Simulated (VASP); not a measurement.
Here is a VASP 6.6.1 calculation.

The input INCAR:

```
PREC     = Accurate       # precision mode
ENCUT    = 600            # plane-wave cutoff, eV
EDIFF    = 1E-7           # SCF threshold, eV
ISMEAR   = 0              # smearing method
SIGMA    = 0.05           # smearing width, eV
LREAL    = False          # projectors in reciprocal space
LASPH    = True           # aspherical terms in the spheres
NELM     = 80             # most SCF steps
ALGO     = Normal         # electronic algorithm
ISIF     = 4              # what is computed and relaxed
LWAVE    = False          # write WAVECAR
LCHARG   = False          # write CHGCAR
GGA      = PE             # functional
IBRION   = 2              # ionic algorithm
NSW      = 60             # ionic steps
EDIFFG   = -0.01          # ionic threshold
```

Contents of KPOINTS:

```
Automatic mesh
0
Gamma
  12 12 6
```

The input POSCAR:

```
MnS
1.0
    3.4744448950      0.0000000000      0.0000000000
   -1.7372224475      3.0089575431      0.0000000000
    0.0000000000      0.0000000000      6.0523957630
Mn S
2 2
Direct
    0.3333333333      0.6666666667      0.0104739061
    0.6666666667      0.3333333333      0.5104739061
    0.3333333333      0.6666666667      0.3745260939
    0.6666666667      0.3333333333      0.8745260939
```

Potentials or basis: VASP PAW PBE potentials, release 64 (Mn_pv, S).

Launch:

```sh
$ cat potpaw_PBE.64/Mn_pv/POTCAR potpaw_PBE.64/S/POTCAR > POTCAR
$ mpirun -np 1 vasp_std > vasp.out
```

Q: What does it give for the band gap on the k mesh?

A: Zero (bands 19 and 20 overlap by 1.19 eV).

Step by step:
```tsv
step	energy change (eV)	largest force (eV/Å)	pressure (GPa)	volume (Å³)
1	0.0000	0.0388	-2.40	63.27
2	-0.0001	0.0086	-2.36	63.27
3	-0.0001	0.0054	-2.37	63.27
4	-0.0003	0.0022	-2.33	63.27
5	-0.0003	0.0025	-2.31	63.27
```

Caveat: the run has no spin polarisation, though such a crystal can be magnetic; semilocal functionals often make such compounds metallic where correlation or magnetic order opens a gap, which also shifts bond lengths. Spin polarisation is off, so any magnetic state and its effect on volume and gap are missing.
